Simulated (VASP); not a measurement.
# Na2H (P4mm) in VASP: a series of runs, part 2 of 2

VASP 6.6.1.

**3. Single point, PBE**

This run uses another cell than the first one, of 22.75 Å³/atom, 1.055 times its volume.

The input, INCAR:

```
SYSTEM = Na2H
PREC     = Accurate       ! precision mode
ENCUT    = 520            ! plane-wave cutoff, eV
EDIFF    = 1E-6           ! SCF threshold, eV
ISMEAR   = 0              ! smearing method
SIGMA    = 0.1            ! smearing width, eV
LREAL    = .FALSE.        ! projectors in reciprocal space
LASPH    = .TRUE.         ! aspherical terms in the spheres
NELM     = 60             ! most SCF steps
ALGO     = Normal         ! electronic algorithm
ISIF     = 2              ! what is computed and relaxed
LWAVE    = .FALSE.        ! write WAVECAR
LCHARG   = .FALSE.        ! write CHGCAR
GGA      = PE             ! functional
NBANDS   = 14             ! bands
```

The input, KPOINTS:

```
regular mesh
0
G
  14 14 8
  0 0 0
```

The input, POSCAR:

```
Na2H
1.0
    3.3081022497      0.0000000000      0.0000000000
    0.0000000000      3.3081022497      0.0000000000
    0.0000000000      0.0000000000      6.2356704672
Na H
2 1
Direct
    0.0000000000      0.0000000000      0.0487048708
    0.5000000000      0.5000000000      0.5212110707
    0.0000000000      0.0000000000      0.4300840587
```

Potentials or basis: VASP PAW PBE potentials, release 64 (Na_pv, H).

Run with:

```
> cat potpaw_PBE.64/Na_pv/POTCAR potpaw_PBE.64/H/POTCAR > POTCAR
> mpirun -np 1 vasp_std > vasp.out
```

OUTCAR:

```text
SYSTEM = Na2H
   PREC = Accurate
   ENCUT = 520
   EDIFF = 1E-6
   ISMEAR = 0
   LREAL = .FALSE.
   LASPH = .TRUE.
   NELM = 60
   ISIF = 2
   GGA = PE

 ion  position               nearest neighbor table
   1  0.000  0.000  0.049-
   2  0.500  0.500  0.521-
   3  0.000  0.000  0.430-

  LATTYP: Found a simple tetragonal cell.
 ALAT       =     3.3081022497
 C/A-ratio  =     1.8849690839

  Lattice vectors:

 A1 = (   3.3081022497,   0.0000000000,   0.0000000000)
 A2 = (   0.0000000000,   3.3081022497,   0.0000000000)
 A3 = (   0.0000000000,   0.0000000000,   6.2356704672)

Analysis of symmetry for initial positions (statically):
=====================================================================
 Subroutine PRICEL returns:
 Original cell was already a primitive cell.

 Routine SETGRP: Setting up the symmetry group for a
 simple tetragonal supercell.

 Subroutine GETGRP returns: Found  8 space group operations
 (whereof  8 operations were pure point group operations)
 out of a pool of 16 trial point group operations.

The static configuration has the point symmetry C_4v.

Analysis of symmetry for dynamics (positions and initial velocities):
=====================================================================
 Subroutine PRICEL returns:
 Original cell was already a primitive cell.

 Routine SETGRP: Setting up the symmetry group for a
 simple tetragonal supercell.

 Subroutine GETGRP returns: Found  8 space group operations
 (whereof  8 operations were pure point group operations)
 out of a pool of 16 trial point group operations.

The dynamic configuration has the point symmetry C_4v.

 Subroutine INISYM returns: Found  8 space group operations
 (whereof  8 operations are pure point group operations),
 and found     1 'primitive' translations

----------------------------------------------------------------------------------------

                                     Primitive cell

  volume of cell :      68.2403

  direct lattice vectors                    reciprocal lattice vectors
     3.308102250  0.000000000  0.000000000     0.302288117  0.000000000  0.000000000
     0.000000000  3.308102250  0.000000000     0.000000000  0.302288117  0.000000000
     0.000000000  0.000000000  6.235670467     0.000000000  0.000000000  0.160367679

  length of vectors
     3.308102250  3.308102250  6.235670467     0.302288117  0.302288117  0.160367679

  position of ions in fractional coordinates (direct lattice)
     0.000000000  0.000000000  0.048704871
     0.500000000  0.500000000  0.521211071
     0.000000000  0.000000000  0.430084059

  ion indices of the primitive-cell ions
   primitive index   ion index
                 1           1
                 2           2
                 3           3

----------------------------------------------------------------------------------------

 KPOINTS: regular mesh

Automatic generation of k-mesh.
 Grid dimensions read from file:
 generate k-points for:   14   14    8

 Generating k-lattice:

  Cartesian coordinates                     Fractional coordinates (reciprocal lattice)
     0.021592008  0.000000000  0.000000000     0.071428571  0.000000000  0.000000000
     0.000000000  0.021592008  0.000000000     0.000000000  0.071428571  0.000000000
     0.000000000  0.000000000  0.020045960     0.000000000  0.000000000  0.125000000

  Length of vectors
     0.021592008  0.021592008  0.020045960

  Shift w.r.t. Gamma in fractional coordinates (k-lattice)
     0.000000000  0.000000000  0.000000000

 Subroutine IBZKPT returns following result:
 ===========================================

 Found    180 irreducible k-points:

 Following reciprocal coordinates:
            Coordinates               Weight
  0.000000  0.000000  0.000000      1.000000
  0.071429  0.000000  0.000000      4.000000
  0.142857  0.000000  0.000000      4.000000
  0.214286  0.000000  0.000000      4.000000
  0.285714  0.000000  0.000000      4.000000
  0.357143  0.000000  0.000000      4.000000
[... 16 lines left out ...]
  0.285714  0.214286  0.000000      8.000000
  0.357143  0.214286  0.000000      8.000000
 [... further k-points ...]
   k-points           NKPTS =    180   k-points in BZ     NKDIM =    180   number of bands    NBANDS=     14
   number of dos      NEDOS =    301   number of ions     NIONS =      3
   total plane-waves  NPLWV =  37632
   dimension x,y,z NGX =    28 NGY =   28 NGZ =   48
   dimension x,y,z NGXF=    56 NGYF=   56 NGZF=   96
   ions per type =               2   1
   NGX,Y,Z   is equivalent  to a cutoff of  14.07, 14.07, 12.80 a.u.
   NGXF,Y,Z  is equivalent  to a cutoff of  28.14, 28.14, 25.59 a.u.
 SYSTEM =  Na2H
   PREC   = accura    normal or accurate (medium, high low for compatibility)
   ISTART =      0    job   : 0-new  1-cont  2-samecut
   ICHARG =      2    charge: 1-file 2-atom 10-const
   ISPIN  =      1    spin polarized calculation?
   LNONCOLLINEAR =      F non collinear calculations
   LSORBIT =      F    spin-orbit coupling
   LASPH  =      T    aspherical Exc in radial PAW
   ENCUT  =  520.0 eV  38.22 Ry    6.18 a.u.   6.15  6.15 11.59*2*pi/ulx,y,z
   NELM   =     60;   NELMIN=  2; NELMDL= -5     # of ELM steps
   EDIFF  = 0.1E-05   stopping-criterion for ELM
   LREAL  =      F    real-space projection
   EDIFFG = 0.1E-04   stopping-criterion for IOM
   NSW    =      0    number of steps for IOM
   IBRION =     -1    ionic relax: 0-MD 1-quasi-New 2-CG
   NFREE  =      0    steps in history (QN), initial steepest desc. (CG)
   ISIF   =      2    stress and relaxation
   ISYM   =      2    0-nonsym 1-usesym 2-fastsym
   POTIM  = 0.5000    time-step for ionic-motion
   TEBEG  =    0.0;   TEEND  =   0.0 temperature during run
   PSTRESS=    0.0 pullay stress
   NELECT =      15.0000    total number of electrons
   NUPDOWN=      -1.0000    fix difference up-down
   EMIN   =  10.00;   EMAX   =-10.00  energy-range for DOS
   EFERMI =   0.00;   METHOD = LEGACY
   ISMEAR =     0;   SIGMA  =   0.10  broadening in eV -4-tet -1-fermi 0-gaus
   EFERMI_NEDOS =   21; number of points for ismear=-14 and -15
   IALGO  =     38    algorithm
   IMIX   =      4    mixing-type and parameters
     AMIX     =   0.40;   BMIX     =  1.00
     AMIX_MAG =   1.60;   BMIX_MAG =  1.00
  volume/ion in A,a.u.               =      22.75       153.50
  Fermi-wavevector in a.u.,A,eV,Ry     =   0.988003  1.867055 13.281325  0.976150
  Thomas-Fermi vector in A             =   2.119498
   LORBIT       =      0    0 simple, 1 ext, 2 COOP (PROOUT), +10 PAW based schemes
   GGA     = PE    functional components
   LHFCALC =     F    Hartree Fock is set to
   AEXX    =    0.0000 exact exchange contribution
   IVDW    =     0    specifies the selected vdW correction
   LEPSILON=     F    determine dielectric tensor
   LRPA    =     F    only Hartree local field effects (RPA)
 non-spin polarized calculation
 Gauss-broadening in eV      SIGMA  =   0.10
  energy-cutoff  :      520.00
  volume of cell :       68.24
 maximum number of plane-waves:      1880
 NGX is ok and might be reduce to    28
   NGX = 13   NGY = 13   NGZ = 23

 number of electron      14.9999995 magnetization

 Free energy of the ion-electron system (eV)
  ---------------------------------------------------
  ext. energy  EPLUGINS =         0.00000000
  ---------------------------------------------------
  free energy    TOTEN  =        -6.02936314 eV

  energy without entropy =       -6.02451570  energy(sigma->0) =       -6.02693942

 E-fermi :   0.6766     XC(G=0):  -6.9192

 val. band max:        0.6489786708   @ k =   0.3571   0.0714   0.0000
 cond. band min:       0.6798146275   @ k =   0.4286   0.0000   0.0000
 fundamental gap:      0.0308359567
 Fermi energy:         0.6765545199

 k-point     1 :       0.0000    0.0000    0.0000
  band No.  band energies     occupation
      1     -24.2727      2.00000
      2     -24.2727      2.00000
      3     -24.2544      2.00000
      4     -24.0955      2.00000
      5     -24.0130      2.00000
      6     -24.0130      2.00000
      7      -4.3546      2.00000
      8      -0.5098      2.00000
      9       1.1042      0.00000
     10       7.8862      0.00000
     11       9.2566      0.00000
     12      10.3618      0.00000
     13      10.3618      0.00000
     14      11.1254      0.00000
[... 377 lines left out ...]
      1     -24.3212      2.00000
      2     -24.2921      2.00000
      3     -24.2448      2.00000
      4     -24.0885      2.00000
      5     -24.0619      2.00000
      6     -24.0320      2.00000
      7      -2.6337      2.00000
      8       1.0916      0.00000
      9       3.1710      0.00000
     10       4.0112      0.00000
     11       5.8644      0.00000
     12       6.9710      0.00000
     13       7.3376      0.00000
     14       9.2013      0.00000

 [... further k-points ...]
[... 5 lines left out ...]
  --------------------------------------------------------------------------------------
  -------------------------------------------------------------------------------------
  Total       -0.0064738     -0.0064738     -0.0095803      0.0000000      0.0000000      0.0000000
  in kB       -0.1519952     -0.1519952     -0.2249314      0.0000000      0.0000000      0.0000000
  external PRESSURE =      -0.1763073 kB  Pullay stress =       0.0000000 kB

 VOLUME and BASIS-vectors are now :
 -----------------------------------------------------------------------------
  energy-cutoff  :      520.00
  volume of cell :       68.24
      direct lattice vectors                 reciprocal lattice vectors
     3.308102250  0.000000000  0.000000000     0.302288117  0.000000000  0.000000000
     0.000000000  3.308102250  0.000000000     0.000000000  0.302288117  0.000000000
     0.000000000  0.000000000  6.235670467     0.000000000  0.000000000  0.160367679

 POSITION                                       TOTAL-FORCE (eV/Angst)
 -----------------------------------------------------------------------------------
      0.00000      0.00000      0.30371        -0.000000      0.000000     -0.000593
      1.65405      1.65405      3.25010         0.000000     -0.000000      0.000282
      0.00000      0.00000      2.68186        -0.000000     -0.000000      0.000311
 -----------------------------------------------------------------------------------
    total drift:                                0.000000     -0.000000      0.000833

  FREE ENERGIE OF THE ION-ELECTRON SYSTEM (eV)
  ---------------------------------------------------
  free  energy   TOTEN  =        -6.0293631356 eV

  energy  without entropy=       -6.0245156999  energy(sigma->0) =       -6.02693942
```

Wall time 71 s (1 thread of Intel Xeon 6975P-C (Granite Rapids), shared host); peak memory 0.28 GiB.

What came out:

```yaml
Free_energy: -6.0294 eV
Pressure: 0.0 GPa
```

Levels at points of the mesh, in eV from the Fermi level:
| k point | band 5 | band 6 | band 7 | band 8 | band 9 | band 10 |
| --- | --- | --- | --- | --- | --- | --- |
| (0.00, 0.00, 0.00) | -24.69 | -24.69 | -5.03 | -1.19 | 0.43 | 7.21 |
| (0.50, 0.00, 0.00) | -24.75 | -24.68 | -3.22 | -0.03 | 2.21 | 3.47 |
| (0.50, 0.50, 0.00) | -24.74 | -24.74 | -2.12 | 2.98 | 2.98 | 3.39 |
| (0.00, 0.00, 0.50) | -24.69 | -24.69 | -4.79 | -2.42 | 2.93 | 4.88 |
| (0.50, 0.00, 0.50) | -24.75 | -24.68 | -3.14 | 0.64 | 1.20 | 1.27 |
| (0.50, 0.50, 0.50) | -24.74 | -24.74 | -2.09 | 3.65 | 3.65 | 3.72 |
